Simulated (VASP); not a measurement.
# BeTe (F-43m) in VASP: notebook, part 2 of 2

VASP 6.6.1. The steps go on from the part before.

### 3 Single point, PBEsol (volume scaled by 0.96)

Contents of INCAR:

```
SYSTEM = BeTe
PREC = Accurate
ENCUT = 600
EDIFF = 1E-6
ISMEAR = 0
SIGMA = 0.05
LREAL = .FALSE.
LASPH = .TRUE.
NELM = 120
ALGO = Normal
ISIF = 2
LWAVE = .FALSE.
LCHARG = .TRUE.
GGA = PS
LELF = .TRUE.
LVHAR = .TRUE.
NBANDS = 11
GGA_COMPAT = .FALSE.
```

Contents of KPOINTS:

```
regular mesh
0
G
  8 8 8
  0 0 0
```

Contents of POSCAR:

```
BeTe
1.0
    0.0000000000      2.7646891920      2.7646891920
    2.7646891920      0.0000000000      2.7646891920
    2.7646891920      2.7646891920      0.0000000000
Be Te
1 1
Direct
    0.0000000000      0.0000000000      0.0000000000
    0.7500000000      0.7500000000      0.7500000000
```

Potentials or basis: VASP PAW PBE potentials, release 64 (Be, Te).

Started as:

```
cat potpaw_PBE.64/Be/POTCAR potpaw_PBE.64/Te/POTCAR > POTCAR
mpirun -np 1 vasp_std > vasp.out
```

OUTCAR:

```text
SYSTEM = BeTe
   PREC = Accurate
   ENCUT = 600
   EDIFF = 1E-6
   ISMEAR = 0
   LREAL = .FALSE.
   LASPH = .TRUE.
   NELM = 120
   ISIF = 2
   GGA = PS

 ion  position               nearest neighbor table
   1  0.000  0.000  0.000-   2 2.39   2 2.39   2 2.39   2 2.39
   2  0.750  0.750  0.750-   1 2.39   1 2.39   1 2.39   1 2.39

  LATTYP: Found a face centered cubic cell.
 ALAT       =     5.5293783840

  Lattice vectors:

 A1 = (   0.0000000000,   2.7646891920,   2.7646891920)
 A2 = (   2.7646891920,   0.0000000000,   2.7646891920)
 A3 = (   2.7646891920,   2.7646891920,   0.0000000000)

Analysis of symmetry for initial positions (statically):
=====================================================================
 Subroutine PRICEL returns:
 Original cell was already a primitive cell.

 Routine SETGRP: Setting up the symmetry group for a
 face centered cubic supercell.

 Subroutine GETGRP returns: Found 24 space group operations
 (whereof 24 operations were pure point group operations)
 out of a pool of 48 trial point group operations.

The static configuration has the point symmetry T_d .

Analysis of symmetry for dynamics (positions and initial velocities):
[... 166 lines left out ...]
 k-point     1 :       0.0000    0.0000    0.0000
  band No.  band energies     occupation
      1      -7.0736      2.00000
      2       5.6374      2.00000
      3       5.6374      2.00000
      4       5.6374      2.00000
      5       9.1857      0.00000
      6       9.1857      0.00000
      7       9.1857      0.00000
      8       9.7764      0.00000
      9      13.9111      0.00000
     10      15.9972      0.00000
     11      15.9972      0.00000
[... 309 lines left out ...]
 k-point    24 :      -0.3750    0.2500    0.1250
  band No.  band energies     occupation
      1      -5.3133      2.00000
      2       0.1565      2.00000
      3       2.5206      2.00000
      4       3.5520      2.00000
      5       9.7532      0.00000
      6      10.0417      0.00000
      7      12.4671      0.00000
      8      13.5320      0.00000
      9      14.1605      0.00000
     10      17.2983      0.00000
     11      17.6701      0.00000

 [... further k-points ...]
[... 5 lines left out ...]
  --------------------------------------------------------------------------------------
  -------------------------------------------------------------------------------------
  Total        0.7795715      0.7795715      0.7795715      0.0000000      0.0000000     -0.0000000
  in kB       29.5527289     29.5527289     29.5527289      0.0000000      0.0000000     -0.0000000
  external PRESSURE =      29.5527289 kB  Pullay stress =       0.0000000 kB

 VOLUME and BASIS-vectors are now :
 -----------------------------------------------------------------------------
  energy-cutoff  :      600.00
  volume of cell :       42.26
      direct lattice vectors                 reciprocal lattice vectors
     0.000000000  2.764689192  2.764689192    -0.180852156  0.180852156  0.180852156
     2.764689192  0.000000000  2.764689192     0.180852156 -0.180852156  0.180852156
     2.764689192  2.764689192  0.000000000     0.180852156  0.180852156 -0.180852156

 POSITION                                       TOTAL-FORCE (eV/Angst)
 -----------------------------------------------------------------------------------
      0.00000      0.00000      0.00000         0.000000      0.000000      0.000000
      4.14703      4.14703      4.14703        -0.000000     -0.000000     -0.000000
 -----------------------------------------------------------------------------------
    total drift:                               -0.000000     -0.000000     -0.000000

  FREE ENERGIE OF THE ION-ELECTRON SYSTEM (eV)
  ---------------------------------------------------
  free  energy   TOTEN  =        -8.1988309764 eV

  energy  without entropy=       -8.1988309764  energy(sigma->0) =       -8.19883098
```

OSZICAR:

```text
N       E                     dE             d eps       ncg     rms          rms(c)
DAV:   1     0.209569381638E+02    0.20957E+02   -0.36114E+03   638   0.664E+02
DAV:   2    -0.714987214281E+01   -0.28107E+02   -0.26141E+02   876   0.973E+01
DAV:   3    -0.836252536184E+01   -0.12127E+01   -0.12102E+01   799   0.218E+01
DAV:   4    -0.837597776095E+01   -0.13452E-01   -0.13451E-01   772   0.264E+00
DAV:   5    -0.837621511432E+01   -0.23735E-03   -0.23735E-03   823   0.345E-01    0.431E+00
DAV:   6    -0.824352760145E+01    0.13269E+00   -0.13438E-01   722   0.147E+00    0.257E+00
DAV:   7    -0.819882334835E+01    0.44704E-01   -0.12055E-01   763   0.149E+00    0.480E-01
DAV:   8    -0.819870036955E+01    0.12298E-03   -0.60892E-03   716   0.451E-01    0.100E-01
DAV:   9    -0.819881343999E+01   -0.11307E-03   -0.20919E-04   788   0.904E-02    0.335E-02
DAV:  10    -0.819883089513E+01   -0.17455E-04   -0.37206E-05   698   0.299E-02    0.149E-02
DAV:  11    -0.819883097645E+01   -0.81313E-07   -0.11397E-06   781   0.671E-03
   1 F= -.81988310E+01 E0= -.81988310E+01  d E =-.197181E-13
```

stdout:

```text
POSCAR found type information on POSCAR BeTe
 POSCAR found :  2 types and       2 ions
 scaLAPACK will be used
 -----------------------------------------------------------------------------
|                                                                             |
|                                                                             |
|     You enforced a specific xc type in the INCAR file but a different       |
|     I HOPE YOU KNOW WHAT YOU ARE DOING!                                     |
|                                                                             |
 -----------------------------------------------------------------------------

 LDA part: xc-table for (Slater+PW92), standard interpolation
 POSCAR, INCAR and KPOINTS ok, starting setup
 FFT: planning ... GRIDC
 FFT: planning ... GRID_SOFT
 FFT: planning ... GRID
 WAVECAR not read
 entering main loop
```

Run time: 6.2 s. Hardware: 1 thread of Intel Xeon 6975P-C (Granite Rapids), shared host; peak memory 0.17 GiB.

Results:

- Free energy: -8.1988 eV
- Pressure: 3.0 GPa
- Band gap on the k mesh: 1.71 eV, indirect (least direct gap 3.55 eV)

Caveat: the cell differs from its parent crystal (volume scaled by 0.96); the PAW data sets were made with another functional, which shifts forces and pressure a little; spin-orbit coupling is left out, which moves the levels of the heavy elements. A k mesh can miss the band edges.

### 4 Single point, PBE+D3(BJ)

This run uses another cell than the first one, of 21.25 Å³/atom, 0.985 times its volume.

Contents of INCAR:

```
ALGO     = Normal         # electronic algorithm
EDIFF    = 1E-6           # SCF threshold, eV
ENCUT    = 600            # plane-wave cutoff, eV
GGA      = PE             # functional
GGA_COMPAT= F            
ISIF     = 2              # what is computed and relaxed
ISMEAR   = 0              # smearing method
IVDW     = 12             # dispersion correction
LASPH    = T              # aspherical terms in the spheres
LCHARG   = T              # write CHGCAR
LELF     = T              # ELF
LREAL    = F              # projectors in reciprocal space
LVHAR    = T            
LWAVE    = F              # write WAVECAR
NBANDS   = 11             # bands
NELM     = 120            # most SCF steps
PREC     = Accurate       # precision mode
SIGMA    = 0.05           # smearing width, eV
```

Contents of KPOINTS:

```
k-points
0
Gamma
  8 8 8
```

Contents of POSCAR:

```
BeTe
1.0
    0.0000000000      2.7700007385      2.7700007385
    2.7700007385      0.0000000000      2.7700007385
    2.7700007385      2.7700007385      0.0000000000
Be Te
1 1
Direct
    0.0000000000      0.0000000000      0.0000000000
    0.7500000000      0.7500000000      0.7500000000
```

Started as:

```
cat potpaw_PBE.64/Be/POTCAR potpaw_PBE.64/Te/POTCAR > POTCAR
mpirun -np 1 vasp_std > vasp.out
```

Wall time 7.2 s (1 thread of Intel Xeon 6975P-C (Granite Rapids), shared host); peak memory 0.19 GiB.

The run converged. Its results:

```yaml
Free_energy: -8.2981 eV
Pressure: 1.6 GPa
Band_gap_on_the_k_mesh: 1.85 eV, indirect (least direct gap 3.56 eV)
Dispersion_energy_per_atom: -0.357 eV
```

Levels at points of the mesh, in eV from the valence-band top:
```csv
k point,band 2,band 3,band 4,band 5,band 6,band 7
"(0.00, 0.00, 0.00)",0.00,0.00,0.00,3.56,3.56,3.56
"(0.50, 0.00, 0.00)",-5.87,-1.22,-1.22,3.21,4.56,4.56
"(0.50, 0.50, 0.00)",-5.39,-2.84,-2.84,1.85,2.59,10.02
```

Caveat: spin-orbit coupling is left out, which moves the levels of the heavy elements.

### 5 Overview

```csv
level,cell,gap on the mesh (eV),pressure (GPa)
PBEsol,"a = 3.937 Å, angles 60.0°, 2 atoms",1.77,1.5
PBEsol,"a = 3.910 Å, angles 60.0°, 2 atoms",1.71,3.0
PBE+D3(BJ),"a = 3.917 Å, angles 60.0°, 2 atoms",1.85,1.6
```

Alike in all rows: task single point; potentials or basis VASP PAW PBE potentials, release 64 (Be, Te); no spin polarisation; k mesh 8 × 8 × 8; cutoff (eV) 600; smearing gaussian 0.05 eV.

Caveats: spin-orbit coupling is left out, which moves the levels of the heavy elements; the PAW data sets were made with another functional, which shifts forces and pressure a little (some runs).

Total energies depend on the potentials used, so only differences within one code and one set of settings carry meaning.
